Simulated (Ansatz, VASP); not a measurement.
# Lu in VASP and in Ansatz

```
Lu
1.0
     3.43825    0.00000    0.00000
    -1.71912    2.97761    0.00000
     0.00000    0.00000    5.45296
Lu
2
Direct
  0.33333 0.66667 0.25000
  0.66667 0.33333 0.75000
```

Change from the starting cell: volume scaled by 0.94.

Alike in both runs: task single point; functional PBEsol; k mesh 13 × 13 × 8; occupations fermi-dirac, width 0.03 eV; no spin polarisation.

|  | VASP | Ansatz |
| --- | --- | --- |
| version | VASP 6.6.1 | Ansatz 0.2.0 |
| potentials or method | VASP PAW PBE potentials, release 64 (Lu), cutoff 520 eV | all-electron LAPW, scalar-relativistic |

|  | VASP | Ansatz | Ansatz less VASP |
| --- | --- | --- | --- |
| pressure (GPa) | -0.7 | -0.8 | -0.11 |
| traceless stress, the component that is largest in VASP (GPa) | -1.10 | -1.09 | +0.007 |

VASP's potentials were made for PBE, not for PBEsol. Ansatz ran all-electron here, and VASP with PAW potentials.

Spin-orbit coupling is off throughout.
